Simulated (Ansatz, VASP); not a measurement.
Hf in VASP and in Ansatz

File POSCAR:

```
Hf
1.0
   -1.7147500000      1.7147500000      1.7147500000
    1.7147500000     -1.7147500000      1.7147500000
    1.7147500000      1.7147500000     -1.7147500000
Hf
1
Direct
    0.0000000000      0.0000000000      0.0000000000
```

The input INCAR.step1:

```
SYSTEM = Hf
PREC = Accurate ; ENCUT = 520
ISMEAR = 0 ; SIGMA = 0.15
LREAL = .FALSE. ; LASPH = .TRUE.
NELM = 60 ; NBANDS = 11
GGA = PE ; ALGO = Normal
EDIFF = 1E-4 ; LWAVE = .TRUE.
LCHARG = .FALSE.
```

The input INCAR.step2:

```
SYSTEM = Hf
PREC = Accurate ; ENCUT = 520
EDIFF = 1E-7 ; ISMEAR = 0
SIGMA = 0.15 ; LREAL = .FALSE.
LASPH = .TRUE. ; NELM = 60
ALGO = Normal ; ISIF = 2
LWAVE = .FALSE. ; LCHARG = .TRUE.
METAGGA = R2SCAN ; LMIXTAU = .TRUE.
LELF = .TRUE. ; LVHAR = .TRUE.
NBANDS = 11 ; ISTART = 1
```

The input KPOINTS:

```
regular mesh
0
G
  18 18 18
  0 0 0
```

Input for Ansatz:

```yaml
crystal:
  lattice:
    - [-1.71475, 1.71475, 1.71475]
    - [1.71475, -1.71475, 1.71475]
    - [1.71475, 1.71475, -1.71475]
  atoms:
    - { symbol: Hf, position: [0.0, 0.0, 0.0] }
basis:
  ecutwfc: 500
kpoints:
  mp_grid: { grid: [18, 18, 18] }
hamiltonian:
  xc: r2scan
scf:
  occupations: { method: gaussian, width: 0.15 }
output:
  forces: true
  stress: true
  eigenvalues: true
  write_density: true
  write_potential: true
  elf: true
  volumetric_format: npy
```

Change from the starting cell: strain -0.050 along x and y, -0.050 along z, atoms carried along.

Alike in both runs: task single point; functional r2SCAN; k mesh 18 × 18 × 18; occupations gaussian, width 0.15 eV; no spin polarisation.

|  | VASP | Ansatz |
| --- | --- | --- |
| version | VASP 6.6.1 | Ansatz 0.2.0 |
| potentials or method | VASP PAW PBE potentials, release 64 (Hf_pv), cutoff 520 eV | scalar-relativistic, plane waves, PAW |
| valence electrons in the cell | 10 | 26 |

```csv
,VASP,Ansatz,Ansatz less VASP
gap on the k mesh at the Fermi level (eV),none,none,-
pressure (GPa),10.9,11.2,+0.27
```

VASP's potentials were made for PBE, not for r2SCAN. A gap of «none» marks a metal or a gap that the smearing closes. VASP's potentials hold 10 valence electrons a cell and Ansatz's 26, so a difference there can come from the potentials and not from the codes.

Neither program's run includes spin-orbit coupling.
